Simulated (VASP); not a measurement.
# CsI (P4/mmm) in VASP: further runs

The runs below take CsI through single point, with r2SCAN.

All numbers are computed with VASP 6.6.1; they aren't measurements. Logs are shortened: lines on timing, memory, paths and dates and some standing lists are left out, and cuts for length are marked.

### 1 The cell of the first run

Symmetry: P4/mmm, No. 123, tetragonal system. Conventional cell: a = 4.567 Å, b = 4.567 Å, c = 4.475 Å, α = 90.00°, β = 90.00°, γ = 90.00°. Within 5.2 Å of Cs (site symmetry 4/mmm) lie 8 I at 3.93 Å and 6 Cs at 4.48 to 4.57 Å. Within 5.2 Å of I (site symmetry 4/mmm) lie 8 Cs at 3.93 Å and 6 I at 4.48 to 4.57 Å.

### 2 Single point, r2SCAN (strain -0.0200 x Voigt [0, 0, 1, 0, 0, 0])

The input, POSCAR:

```
CsI
1.0
    4.5667000000      0.0000000000      0.0000000000
    0.0000000000      4.5667000000      0.0000000000
    0.0000000000      0.0000000000      4.4753660000
Cs I
1 1
Direct
    0.0000000000      0.0000000000      0.0000000000
    0.5000000000      0.5000000000      0.5000000000
```

The input, INCAR.step1:

```
SYSTEM = CsI
PREC     = Accurate       ! precision mode
ENCUT    = 550            ! plane-wave cutoff, eV
ISMEAR   = 0              ! smearing method
SIGMA    = 0.05           ! smearing width, eV
LREAL    = .False.        ! projectors in reciprocal space
LASPH    = .True.         ! aspherical terms in the spheres
NELM     = 120            ! most SCF steps
NBANDS   = 15             ! bands
GGA      = PE             ! functional
ALGO     = Normal         ! electronic algorithm
EDIFF    = 1E-5           ! SCF threshold, eV
LWAVE    = .True.         ! write WAVECAR
LCHARG   = .False.        ! write CHGCAR
GGA_COMPAT= .False.
```

The input, INCAR.step2:

```
SYSTEM = CsI
PREC     = Accurate       ! precision mode
ENCUT    = 550            ! plane-wave cutoff, eV
EDIFF    = 1E-6           ! SCF threshold, eV
ISMEAR   = 0              ! smearing method
SIGMA    = 0.05           ! smearing width, eV
LREAL    = .False.        ! projectors in reciprocal space
LASPH    = .True.         ! aspherical terms in the spheres
NELM     = 120            ! most SCF steps
ALGO     = Normal         ! electronic algorithm
ISIF     = 2              ! what is computed and relaxed
LWAVE    = .False.        ! write WAVECAR
LCHARG   = .False.        ! write CHGCAR
METAGGA  = R2SCAN         ! meta-GGA
LMIXTAU  = .True.       
NBANDS   = 15             ! bands
ISTART   = 1            
GGA_COMPAT= .False.
```

The input, KPOINTS:

```
regular mesh
0
Gamma
  6 6 6
  0 0 0
```

Potentials or basis: VASP PAW PBE potentials, release 64 (Cs_sv, I).

On the command line:

```bash
$ cat potpaw_PBE.64/Cs_sv/POTCAR potpaw_PBE.64/I/POTCAR > POTCAR
$ cp INCAR.step1 INCAR
$ mpirun -np 1 vasp_std > vasp.out
$ cp INCAR.step2 INCAR
$ mpirun -np 1 vasp_std > vasp.out
```

OUTCAR:

```text
SYSTEM = CsI
   PREC = Accurate
   ENCUT = 550
   EDIFF = 1E-6
   ISMEAR = 0
   LREAL = .False.
   LASPH = .True.
   NELM = 120
   ISIF = 2
   METAGGA = R2SCAN
   ISTART = 1

 ion  position               nearest neighbor table
   1  0.000  0.000  0.000-
   2  0.500  0.500  0.500-

  LATTYP: Found a simple tetragonal cell.
 ALAT       =     4.5667000000
 C/A-ratio  =     0.9800000000

  Lattice vectors:

 A1 = (   4.5667000000,   0.0000000000,   0.0000000000)
 A2 = (   0.0000000000,   4.5667000000,   0.0000000000)
 A3 = (   0.0000000000,   0.0000000000,   4.4753660000)

Analysis of symmetry for initial positions (statically):
=====================================================================
 Subroutine PRICEL returns:
 Original cell was already a primitive cell.

 Routine SETGRP: Setting up the symmetry group for a
 simple tetragonal supercell.

 Subroutine GETGRP returns: Found 16 space group operations
 (whereof 16 operations were pure point group operations)
 out of a pool of 16 trial point group operations.

The static configuration has the point symmetry D_4h.

Analysis of symmetry for dynamics (positions and initial velocities):
=====================================================================
 Subroutine PRICEL returns:
 Original cell was already a primitive cell.

 Routine SETGRP: Setting up the symmetry group for a
 simple tetragonal supercell.

 Subroutine GETGRP returns: Found 16 space group operations
 (whereof 16 operations were pure point group operations)
 out of a pool of 16 trial point group operations.

The dynamic configuration has the point symmetry D_4h.

 Subroutine INISYM returns: Found 16 space group operations
 (whereof 16 operations are pure point group operations),
 and found     1 'primitive' translations

----------------------------------------------------------------------------------------

                                     Primitive cell

  volume of cell :      93.3326

  direct lattice vectors                    reciprocal lattice vectors
     4.566700000  0.000000000  0.000000000     0.218976504  0.000000000  0.000000000
     0.000000000  4.566700000  0.000000000     0.000000000  0.218976504  0.000000000
     0.000000000  0.000000000  4.475366000     0.000000000  0.000000000  0.223445412

  length of vectors
     4.566700000  4.566700000  4.475366000     0.218976504  0.218976504  0.223445412

  position of ions in fractional coordinates (direct lattice)
     0.000000000  0.000000000  0.000000000
     0.500000000  0.500000000  0.500000000

  ion indices of the primitive-cell ions
   primitive index   ion index
                 1           1
                 2           2

----------------------------------------------------------------------------------------

 KPOINTS: regular mesh

Automatic generation of k-mesh.
 Grid dimensions read from file:
 generate k-points for:    6    6    6

 Generating k-lattice:

  Cartesian coordinates                     Fractional coordinates (reciprocal lattice)
     0.036496084  0.000000000  0.000000000     0.166666667  0.000000000  0.000000000
     0.000000000  0.036496084  0.000000000     0.000000000  0.166666667  0.000000000
     0.000000000  0.000000000  0.037240902     0.000000000  0.000000000  0.166666667

  Length of vectors
     0.036496084  0.036496084  0.037240902

  Shift w.r.t. Gamma in fractional coordinates (k-lattice)
     0.000000000  0.000000000  0.000000000

 Subroutine IBZKPT returns following result:
 ===========================================

 Found     40 irreducible k-points:

 Following reciprocal coordinates:
            Coordinates               Weight
  0.000000  0.000000  0.000000      1.000000
  0.166667  0.000000  0.000000      4.000000
  0.333333  0.000000  0.000000      4.000000
  0.500000  0.000000  0.000000      2.000000
  0.166667  0.166667  0.000000      4.000000
  0.333333  0.166667  0.000000      8.000000
[... 16 lines left out ...]
  0.333333  0.000000  0.333333      8.000000
  0.500000  0.000000  0.333333      4.000000
 [... further k-points ...]
   k-points           NKPTS =     40   k-points in BZ     NKDIM =     40   number of bands    NBANDS=     15
   number of dos      NEDOS =    301   number of ions     NIONS =      2
   total plane-waves  NPLWV =  46656
   dimension x,y,z NGX =    36 NGY =   36 NGZ =   36
   dimension x,y,z NGXF=    72 NGYF=   72 NGZF=   72
   ions per type =               1   1
   NGX,Y,Z   is equivalent  to a cutoff of  13.11, 13.11, 13.37 a.u.
   NGXF,Y,Z  is equivalent  to a cutoff of  26.21, 26.21, 26.75 a.u.
 SYSTEM =  CsI
   PREC   = accura    normal or accurate (medium, high low for compatibility)
   ISTART =      1    job   : 0-new  1-cont  2-samecut
   ICHARG =      0    charge: 1-file 2-atom 10-const
   ISPIN  =      1    spin polarized calculation?
   LNONCOLLINEAR =      F non collinear calculations
   LSORBIT =      F    spin-orbit coupling
   LASPH  =      T    aspherical Exc in radial PAW
   ENCUT  =  550.0 eV  40.42 Ry    6.36 a.u.   8.73  8.73  8.56*2*pi/ulx,y,z
   NELM   =    120;   NELMIN=  2; NELMDL=  0     # of ELM steps
   EDIFF  = 0.1E-05   stopping-criterion for ELM
   LREAL  =      F    real-space projection
   EDIFFG = 0.1E-04   stopping-criterion for IOM
   NSW    =      0    number of steps for IOM
   IBRION =     -1    ionic relax: 0-MD 1-quasi-New 2-CG
   NFREE  =      0    steps in history (QN), initial steepest desc. (CG)
   ISIF   =      2    stress and relaxation
   ISYM   =      2    0-nonsym 1-usesym 2-fastsym
   POTIM  = 0.5000    time-step for ionic-motion
   TEBEG  =    0.0;   TEEND  =   0.0 temperature during run
   PSTRESS=    0.0 pullay stress
   NELECT =      16.0000    total number of electrons
   NUPDOWN=      -1.0000    fix difference up-down
   EMIN   =  10.00;   EMAX   =-10.00  energy-range for DOS
   EFERMI =   0.00;   METHOD = LEGACY
   ISMEAR =     0;   SIGMA  =   0.05  broadening in eV -4-tet -1-fermi 0-gaus
   EFERMI_NEDOS =   21; number of points for ismear=-14 and -15
   IALGO  =     38    algorithm
   IMIX   =      4    mixing-type and parameters
     AMIX     =   0.40;   BMIX     =  1.00
     AMIX_MAG =   1.60;   BMIX_MAG =  1.00
  volume/ion in A,a.u.               =      46.67       314.92
  Fermi-wavevector in a.u.,A,eV,Ry     =   0.909432  1.718578 11.252928  0.827067
  Thomas-Fermi vector in A             =   2.033476
   LORBIT       =      0    0 simple, 1 ext, 2 COOP (PROOUT), +10 PAW based schemes
   METAGGA = R2SCAN    functional components
   LHFCALC =     F    Hartree Fock is set to
   AEXX    =    0.0000 exact exchange contribution
   IVDW    =     0    specifies the selected vdW correction
   LEPSILON=     F    determine dielectric tensor
   LRPA    =     F    only Hartree local field effects (RPA)
 non-spin polarized calculation
 Gauss-broadening in eV      SIGMA  =   0.05
  energy-cutoff  :      550.00
  volume of cell :       93.33
 maximum number of plane-waves:      2753
 NGX is ok and might be reduce to    36
   NGX = 17   NGY = 17   NGZ = 17

 number of electron      16.0000001 magnetization

 Free energy of the ion-electron system (eV)
  ---------------------------------------------------
  ext. energy  EPLUGINS =         0.00000000
  ---------------------------------------------------
  free energy    TOTEN  =       -53.11349932 eV

  energy without entropy =      -53.11349932  energy(sigma->0) =      -53.11349932

 E-fermi :   0.9129     XC(G=0):  -8.2127

 val. band max:        0.6989263388   @ k =   0.5000   0.5000   0.0000
 cond. band min:       5.1845187883   @ k =   0.0000   0.0000   0.0000
 fundamental gap:      4.4855924495
 Fermi energy:         0.9129343165

 k-point     1 :       0.0000    0.0000    0.0000
  band No.  band energies     occupation
      1     -20.3059      2.00000
      2     -10.3626      2.00000
      3      -6.6382      2.00000
      4      -6.6382      2.00000
      5      -6.6126      2.00000
      6       0.5198      2.00000
      7       0.5198      2.00000
      8       0.6179      2.00000
      9       5.1845      0.00000
     10       5.2129      0.00000
     11       5.3442      0.00000
     12       8.9719      0.00000
     13       9.1321      0.00000
     14       9.1321      0.00000
     15      11.3639      0.00000

 k-point     2 :       0.1667    0.0000    0.0000
  band No.  band energies     occupation
      1     -20.2992      2.00000
      2     -10.3686      2.00000
      3      -6.6687      2.00000
      4      -6.6212      2.00000
      5      -6.5967      2.00000
      6       0.0595      2.00000
      7       0.4750      2.00000
      8       0.5803      2.00000
      9       5.3939      0.00000
     10       5.7500      0.00000
     11       5.9758      0.00000
     12       8.9268      0.00000
     13       9.0607      0.00000
     14       9.2633      0.00000
     15      10.2301      0.00000

 k-point     3 :       0.3333    0.0000    0.0000
  band No.  band energies     occupation
      1     -20.2858      2.00000
      2     -10.3832      2.00000
      3      -6.7167      2.00000
      4      -6.5866      2.00000
      5      -6.5646      2.00000
      6      -0.6583      2.00000
      7       0.3833      2.00000
      8       0.5029      2.00000
      9       5.8665      0.00000
     10       6.9769      0.00000
     11       7.3102      0.00000
     12       8.7448      0.00000
     13       9.0369      0.00000
     14       9.1117      0.00000
     15       9.5907      0.00000
[... 343 lines left out ...]
 k-point    23 :       0.3333    0.0000    0.3333
  band No.  band energies     occupation
      1     -20.2629      2.00000
      2     -10.2624      2.00000
      3      -6.9325      2.00000
      4      -6.7995      2.00000
      5      -6.5452      2.00000
      6      -0.3961      2.00000
      7      -0.1066      2.00000
      8       0.5011      2.00000
      9       5.9730      0.00000
     10       6.5423      0.00000
     11       7.5734      0.00000
     12       8.2664      0.00000
     13       8.4933      0.00000
     14       9.2361      0.00000
     15      10.5877      0.00000

 k-point    24 :       0.5000    0.0000    0.3333
  band No.  band energies     occupation
      1     -20.2568      2.00000
      2     -10.2264      2.00000
      3      -6.9357      2.00000
      4      -6.9266      2.00000
      5      -6.5333      2.00000
      6      -0.4203      2.00000
      7      -0.1308      2.00000
      8       0.5347      2.00000
      9       5.7694      0.00000
     10       6.4104      0.00000
     11       7.5554      0.00000
     12       7.6617      0.00000
     13       9.0063      0.00000
     14      10.6275      0.00000
     15      10.7057      0.00000

 [... further k-points ...]

------------------------ aborting loop because EDIFF is reached ----------------------------------------

  FORCE on cell =-STRESS in cart. coord.  units (eV):
  Direction    XX          YY          ZZ          XY          YZ          ZX
  --------------------------------------------------------------------------------------
  -------------------------------------------------------------------------------------
  Total        0.3434591      0.3434591      0.5664159      0.0000000      0.0000000     -0.0000000
  in kB        5.8959275      5.8959275      9.7232736      0.0000000      0.0000000     -0.0000000
  external PRESSURE =       7.1717095 kB  Pullay stress =       0.0000000 kB

 VOLUME and BASIS-vectors are now :
 -----------------------------------------------------------------------------
  energy-cutoff  :      550.00
  volume of cell :       93.33
      direct lattice vectors                 reciprocal lattice vectors
     4.566700000  0.000000000  0.000000000     0.218976504  0.000000000  0.000000000
     0.000000000  4.566700000  0.000000000     0.000000000  0.218976504  0.000000000
     0.000000000  0.000000000  4.475366000     0.000000000  0.000000000  0.223445412

 POSITION                                       TOTAL-FORCE (eV/Angst)
 -----------------------------------------------------------------------------------
      0.00000      0.00000      0.00000         0.000000      0.000000      0.000000
      2.28335      2.28335      2.23768         0.000000      0.000000      0.000000
 -----------------------------------------------------------------------------------
    total drift:                               -0.000000      0.000000      0.000000

  FREE ENERGIE OF THE ION-ELECTRON SYSTEM (eV)
  ---------------------------------------------------
  free  energy   TOTEN  =       -53.1134993154 eV

  energy  without entropy=      -53.1134993154  energy(sigma->0) =      -53.11349932
```

It took 76 s on 1 thread of Intel Xeon 6975P-C (Granite Rapids), shared host; peak memory 0.25 GiB.

Results:

```
Free energy            : -53.1135 eV
Pressure               : 0.7 GPa
Band gap on the k mesh : 4.49 eV (least direct gap 4.57 eV)
```

Caveat: the cell differs from its parent crystal (strain -0.0200 x Voigt [0, 0, 1, 0, 0, 0]); the PAW data sets were made with another functional, which shifts forces and pressure a little; spin-orbit coupling is left out, which moves the levels of the heavy elements. A k mesh can miss the band edges.

(Continued in part 2 of 3.)
